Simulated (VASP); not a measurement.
# GeCN2: single point with PBEsol+D4

Crystal: GeCN2.

```
Ge N C
1.0
     1.74749    1.00891    4.89392
    -1.74749    1.00891    4.89392
     0.00000   -2.01782    4.89392
Ge N C
1 2 1
Direct
  0.00000 0.00000 0.00000
  0.58422 0.58422 0.58422
  0.41578 0.41578 0.41578
  0.50000 0.50000 0.50000
```

```
Program             : VASP 6.6.1
Task                : single point
Functional          : PBEsol
Dispersion          : D4
Potentials or basis : VASP PAW PBE potentials, release 64 (Ge_d, N, C)
Cutoff              : 520 eV
k mesh              : 9 × 9 × 9
Occupations         : fermi-dirac, width 0.05 eV
Spin                : no spin polarisation
```

| Property | Result |
| --- | --- |
| Pressure | 0.1 GPa |
| Largest force | 0.125 eV/Å |
| Band gap on the k mesh | 0.95 eV, indirect (least direct gap 1.66 eV) |
| Dispersion energy per atom | -0.122 eV |

Forces in eV/Å, atoms in the order of the input:
```
Ge   0.000  0.000  0.000
N    0.000  0.000  0.125
N    0.000  0.000 -0.125
C    0.000  0.000  0.000
```

Stress tensor (GPa, compression positive):
```
-0.22  0.00  0.00
 0.00 -0.22  0.00
 0.00  0.00  0.82
```

Levels at points of the mesh, in eV from the valence-band top:
| k point | band 10 | band 11 | band 12 | band 13 | band 14 | band 15 | band 16 | band 17 | band 18 | band 19 |
| --- | --- | --- | --- | --- | --- | --- | --- | --- | --- | --- |
| (0.00, 0.00, 0.00) | -5.45 | -5.45 | -2.19 | -2.19 | -1.86 | 2.47 | 3.24 | 3.24 | 4.83 | 7.23 |

Run time: 59 s on 1 thread of Intel(R) Xeon(R) 6975P-C (Granite Rapids) (shared host), peak memory 0.29 GiB.

Caveat: the PAW data sets were made with another functional, which shifts forces and pressure a little. A k mesh can miss the band edges.
